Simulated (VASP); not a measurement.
# Au (Fm-3m) in VASP: further runs

Au is run at these levels: PBE, revPBE; tasks: single point.

Program: VASP 6.6.1. These are calculated values, not measurements. Logs are shortened: lines on timing, memory, paths and dates and some standing lists are left out, and cuts for length are marked.

## (1) The cell of the first run

It takes space group Fm-3m (No. 225, cubic). Conventional cell: a = 4.105 Å, b = 4.105 Å, c = 4.105 Å, α = 90.00°, β = 90.00°, γ = 90.00°. Within 3.8 Å of Au (site symmetry m-3m) lie 12 Au at 2.90 Å.

## (2) Single point, PBE

Input file INCAR:

```
  PREC = Accurate
  ENCUT = 500
  EDIFF = 1E-6
  ISMEAR = -1
  SIGMA = 0.1
  LREAL = False
  LASPH = True
  NELM = 120
  ALGO = Normal
  ISIF = 2
  LWAVE = False
  LCHARG = False
  GGA = PE
  NBANDS = 12
  GGA_COMPAT = False
```

Input file KPOINTS:

```
regular mesh
0
Gamma
  7 7 7
```

Input file POSCAR:

```
Au
1.0
    0.0000000000      2.0523340000      2.0523340000
    2.0523340000      0.0000000000      2.0523340000
    2.0523340000      2.0523340000      0.0000000000
Au
1
Direct
    0.0000000000      0.0000000000      0.0000000000
```

Potentials or basis: VASP PAW PBE potentials, release 64 (Au).

The run is started by

```bash
$ cat potpaw_PBE.64/Au/POTCAR > POTCAR
$ mpirun -np 1 vasp_std > vasp.out
```

OUTCAR:

```text
PREC = Accurate
   ENCUT = 500
   EDIFF = 1E-6
   ISMEAR = -1
   LREAL = False
   LASPH = True
   NELM = 120
   ISIF = 2
   GGA = PE

 ion  position               nearest neighbor table
   1  0.000  0.000  0.000-

  LATTYP: Found a face centered cubic cell.
 ALAT       =     4.1046680000

  Lattice vectors:

 A1 = (   0.0000000000,   2.0523340000,   2.0523340000)
 A2 = (   2.0523340000,   0.0000000000,   2.0523340000)
 A3 = (   2.0523340000,   2.0523340000,   0.0000000000)

Analysis of symmetry for initial positions (statically):
=====================================================================
 Subroutine PRICEL returns:
 Original cell was already a primitive cell.

 Routine SETGRP: Setting up the symmetry group for a
 face centered cubic supercell.

 Subroutine GETGRP returns: Found 48 space group operations
 (whereof 48 operations were pure point group operations)
 out of a pool of 48 trial point group operations.

The static configuration has the point symmetry O_h .

Analysis of symmetry for dynamics (positions and initial velocities):
=====================================================================
 Subroutine PRICEL returns:
 Original cell was already a primitive cell.

 Routine SETGRP: Setting up the symmetry group for a
 face centered cubic supercell.

 Subroutine GETGRP returns: Found 48 space group operations
 (whereof 48 operations were pure point group operations)
 out of a pool of 48 trial point group operations.

The dynamic configuration has the point symmetry O_h .

 Subroutine INISYM returns: Found 48 space group operations
 (whereof 48 operations are pure point group operations),
 and found     1 'primitive' translations

----------------------------------------------------------------------------------------

                                     Primitive cell

  volume of cell :      17.2892

  direct lattice vectors                    reciprocal lattice vectors
     0.000000000  2.052334000  2.052334000    -0.243625063  0.243625063  0.243625063
     2.052334000  0.000000000  2.052334000     0.243625063 -0.243625063  0.243625063
     2.052334000  2.052334000  0.000000000     0.243625063  0.243625063 -0.243625063

  length of vectors
     2.902438577  2.902438577  2.902438577     0.421970987  0.421970987  0.421970987

  position of ions in fractional coordinates (direct lattice)
     0.000000000  0.000000000  0.000000000

  ion indices of the primitive-cell ions
   primitive index   ion index
                 1           1

----------------------------------------------------------------------------------------

 KPOINTS: regular mesh

Automatic generation of k-mesh.
 Grid dimensions read from file:
 generate k-points for:    7    7    7

 Generating k-lattice:

  Cartesian coordinates                     Fractional coordinates (reciprocal lattice)
    -0.034803580  0.034803580  0.034803580     0.142857143  0.000000000  0.000000000
     0.034803580 -0.034803580  0.034803580     0.000000000  0.142857143  0.000000000
     0.034803580  0.034803580 -0.034803580     0.000000000  0.000000000  0.142857143

  Length of vectors
     0.060281570  0.060281570  0.060281570

  Shift w.r.t. Gamma in fractional coordinates (k-lattice)
     0.000000000  0.000000000  0.000000000

 Subroutine IBZKPT returns following result:
 ===========================================

 Found     20 irreducible k-points:

 Following reciprocal coordinates:
            Coordinates               Weight
  0.000000  0.000000  0.000000      1.000000
  0.142857  0.000000  0.000000      8.000000
  0.285714  0.000000  0.000000      8.000000
  0.428571  0.000000  0.000000      8.000000
  0.142857  0.142857  0.000000      6.000000
  0.285714  0.142857  0.000000     24.000000
[... 12 lines left out ...]
 -0.428571  0.428571  0.142857     24.000000
 -0.285714  0.428571  0.142857     24.000000
   k-points           NKPTS =     20   k-points in BZ     NKDIM =     20   number of bands    NBANDS=     12
   number of dos      NEDOS =    301   number of ions     NIONS =      1
   total plane-waves  NPLWV =  13824
   dimension x,y,z NGX =    24 NGY =   24 NGZ =   24
   dimension x,y,z NGXF=    48 NGYF=   48 NGZF=   48
   ions per type =               1
   NGX,Y,Z   is equivalent  to a cutoff of  13.75, 13.75, 13.75 a.u.
   NGXF,Y,Z  is equivalent  to a cutoff of  27.49, 27.49, 27.49 a.u.
 SYSTEM =  unknown system
   PREC   = accura    normal or accurate (medium, high low for compatibility)
   ISTART =      0    job   : 0-new  1-cont  2-samecut
   ICHARG =      2    charge: 1-file 2-atom 10-const
   ISPIN  =      1    spin polarized calculation?
   LNONCOLLINEAR =      F non collinear calculations
   LSORBIT =      F    spin-orbit coupling
   LASPH  =      T    aspherical Exc in radial PAW
   ENCUT  =  500.0 eV  36.75 Ry    6.06 a.u.   5.29  5.29  5.29*2*pi/ulx,y,z
   NELM   =    120;   NELMIN=  2; NELMDL= -5     # of ELM steps
   EDIFF  = 0.1E-05   stopping-criterion for ELM
   LREAL  =      F    real-space projection
[... 7 lines left out ...]
   TEBEG  =    0.0;   TEEND  =   0.0 temperature during run
   PSTRESS=    0.0 pullay stress
   NELECT =      11.0000    total number of electrons
   NUPDOWN=      -1.0000    fix difference up-down
   EMIN   =  10.00;   EMAX   =-10.00  energy-range for DOS
   EFERMI =   0.00;   METHOD = LEGACY
   ISMEAR =    -1;   SIGMA  =   0.10  broadening in eV -4-tet -1-fermi 0-gaus
   EFERMI_NEDOS =   21; number of points for ismear=-14 and -15
   IALGO  =     38    algorithm
   IMIX   =      4    mixing-type and parameters
     AMIX     =   0.40;   BMIX     =  1.00
     AMIX_MAG =   1.60;   BMIX_MAG =  1.00
  volume/ion in A,a.u.               =      17.29       116.67
  Fermi-wavevector in a.u.,A,eV,Ry     =   1.408038  2.660806 26.974514  1.982571
  Thomas-Fermi vector in A             =   2.530236
   LORBIT       =      0    0 simple, 1 ext, 2 COOP (PROOUT), +10 PAW based schemes
   GGA     = PE    functional components
   LHFCALC =     F    Hartree Fock is set to
   AEXX    =    0.0000 exact exchange contribution
   IVDW    =     0    specifies the selected vdW correction
   LEPSILON=     F    determine dielectric tensor
   LRPA    =     F    only Hartree local field effects (RPA)
 non-spin polarized calculation
  energy-cutoff  :      500.00
  volume of cell :       17.29
 maximum number of plane-waves:       459
 NGX is ok and might be reduce to    24
   NGX = 11   NGY = 11   NGZ = 11

 number of electron      11.0000001 magnetization

 Free energy of the ion-electron system (eV)
  ---------------------------------------------------
  ext. energy  EPLUGINS =         0.00000000
  ---------------------------------------------------
  free energy    TOTEN  =        -3.26378679 eV

  energy without entropy =       -3.26012763  energy(sigma->0) =       -3.26195721

 E-fermi :   8.8990     XC(G=0): -12.6285

 val. band max:        8.4832835860   @ k =   0.4286   0.2857   0.0000
 cond. band min:       8.9060156690   @ k =   0.4286   0.4286   0.0000
 fundamental gap:      0.4227320830
 Fermi energy:         8.8989552315

 k-point     1 :       0.0000    0.0000    0.0000
  band No.  band energies     occupation
      1      -0.4674      2.00000
      2       4.6286      2.00000
      3       4.6286      2.00000
      4       4.6286      2.00000
      5       6.1047      2.00000
      6       6.1047      2.00000
      7      23.7778      0.00000
      8      27.6934      0.00000
      9      27.6934      0.00000
     10      27.6934      0.00000
     11      32.5520      0.00000
     12      37.0369      0.00000

 k-point     2 :       0.1429    0.0000    0.0000
  band No.  band energies     occupation
      1       0.2098      2.00000
      2       4.4501      2.00000
      3       4.8251      2.00000
      4       4.8251      2.00000
      5       6.0455      2.00000
      6       6.0455      2.00000
      7      24.0105      0.00000
      8      24.8780      0.00000
      9      28.4423      0.00000
     10      28.4423      0.00000
     11      32.0215      0.00000
     12      34.2566      0.00000

 k-point     3 :       0.2857    0.0000    0.0000
  band No.  band energies     occupation
      1       1.6310      2.00000
      2       4.7466      2.00000
      3       4.8579      2.00000
      4       4.8579      2.00000
      5       6.4399      2.00000
      6       6.4399      2.00000
      7      18.9112      0.00000
      8      24.5458      0.00000
      9      28.6850      0.00000
     10      28.6850      0.00000
     11      31.3016      0.00000
     12      32.1416      0.00000
[... 226 lines left out ...]
 k-point    19 :      -0.4286    0.4286    0.1429
  band No.  band energies     occupation
      1       2.9675      2.00000
      2       3.1967      2.00000
      3       5.3680      2.00000
      4       6.6362      2.00000
      5       7.3670      2.00000
      6      11.1040      0.00000
      7      15.8866      0.00000
      8      18.2696      0.00000
      9      19.4877      0.00000
     10      29.4117      0.00000
     11      29.6594      0.00000
     12      34.7056      0.00000

 k-point    20 :      -0.2857    0.4286    0.1429
  band No.  band energies     occupation
      1       3.3486      2.00000
      2       3.8113      2.00000
      3       4.6207      2.00000
      4       6.0444      2.00000
      5       7.3594      2.00000
      6      12.9543      0.00000
      7      15.0590      0.00000
      8      16.2176      0.00000
      9      20.0731      0.00000
     10      29.2249      0.00000
     11      32.7537      0.00000
     12      34.3730      0.00000

------------------------ aborting loop because EDIFF is reached ----------------------------------------

  FORCE on cell =-STRESS in cart. coord.  units (eV):
  Direction    XX          YY          ZZ          XY          YZ          ZX
  --------------------------------------------------------------------------------------
  -------------------------------------------------------------------------------------
  Total        0.5913129      0.5913129      0.5913129      0.0000000      0.0000000      0.0000000
  in kB       54.7966281     54.7966281     54.7966281      0.0000000      0.0000000      0.0000000
  external PRESSURE =      54.7966281 kB  Pullay stress =       0.0000000 kB

 VOLUME and BASIS-vectors are now :
 -----------------------------------------------------------------------------
  energy-cutoff  :      500.00
  volume of cell :       17.29
      direct lattice vectors                 reciprocal lattice vectors
     0.000000000  2.052334000  2.052334000    -0.243625063  0.243625063  0.243625063
     2.052334000  0.000000000  2.052334000     0.243625063 -0.243625063  0.243625063
     2.052334000  2.052334000  0.000000000     0.243625063  0.243625063 -0.243625063

 POSITION                                       TOTAL-FORCE (eV/Angst)
 -----------------------------------------------------------------------------------
      0.00000      0.00000      0.00000         0.000000      0.000000     -0.000000
 -----------------------------------------------------------------------------------
    total drift:                               -0.000000     -0.000000     -0.000000

  FREE ENERGIE OF THE ION-ELECTRON SYSTEM (eV)
  ---------------------------------------------------
  free  energy   TOTEN  =        -3.2637867906 eV

  energy  without entropy=       -3.2601276277  energy(sigma->0) =       -3.26195721
```

It took 5.1 s on 1 thread of Intel Xeon Platinum 8259CL at 2.50GHz (Skylake/Cascade Lake), shared host; peak memory 0.14 GiB.

What came out:

* Free energy: -3.2638 eV
* Pressure: 5.5 GPa
* Band gap on the k mesh: zero (an odd number of electrons rules out a gap without spin polarisation)

Caveat: the k points lie up to 0.38 Å⁻¹ apart, too coarse for converged energies and pressures of a metal; spin-orbit coupling is left out, which moves the levels of the heavy elements.

[end of part 1 of 2]
